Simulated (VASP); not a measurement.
Wanted: the native input for a VASP 6.6.1 run.

```
Task                   : single point
Functional             : PBE
Potentials or basis    : VASP PAW PBE potentials, release 64 (Si)
Cutoff                 : 520 eV
k mesh                 : 10 × 10 × 10
Occupations            : gaussian, width 0.05 eV
Spin                   : no spin polarisation
Dipole correction      : no
Further INCAR settings : ALGO = Normal; EDIFF = 1e-07; NBANDS = 16
```

The structure of Si lies in POSCAR:

```
Si
1.0
   -3.3957669652      3.3957669652      1.9304179815
    3.3957669652     -3.3957669652      1.9304179815
    3.0444807274      3.0444807274     -1.9304179815
Si
4
Direct
    0.1786105079      0.1786105079      0.3572210158
    0.8213894921      0.8213894921      0.6427789842
    0.1786105079      0.8213894921      0.0000000000
    0.8213894921      0.1786105079      0.0000000000
```

These files were run (other wordings do the same):

INCAR

```
SYSTEM = Si
ALGO     = Normal         ! electronic algorithm
EDIFF    = 1E-7           ! SCF threshold, eV
ENCUT    = 520            ! plane-wave cutoff, eV
GGA      = PE             ! functional
ISIF     = 2              ! what is computed and relaxed
ISMEAR   = 0              ! smearing method
LASPH    = .True.         ! aspherical terms in the spheres
LCHARG   = .False.        ! write CHGCAR
LREAL    = .False.        ! projectors in reciprocal space
LWAVE    = .False.        ! write WAVECAR
NBANDS   = 16             ! bands
NELM     = 60             ! most SCF steps
PREC     = Accurate       ! precision mode
SIGMA    = 0.05           ! smearing width, eV
```

KPOINTS

```
k-points
0
Gamma
  10 10 10
  0 0 0
```

Potentials or basis: VASP PAW PBE potentials, release 64 (Si).

The run is started by

```bash
$ cat potpaw_PBE.64/Si/POTCAR > POTCAR
$ mpirun -np 1 vasp_std > vasp.out
```

It gave:

* Pressure: 6.9 GPa
* Largest force: 1.162 eV/Å
* Band gap on the k mesh: zero (band 8 reaches 6.53 eV, above the bottom of band 9 at 6.25 eV)

Caveat: forces of over 1 eV/Å act on the atoms, so gaps and moduli don't describe the material at rest.

It took 110 s on 1 thread of Intel(R) Xeon(R) 6975P-C (Granite Rapids), with other jobs on the host, peak memory 0.32 GiB.
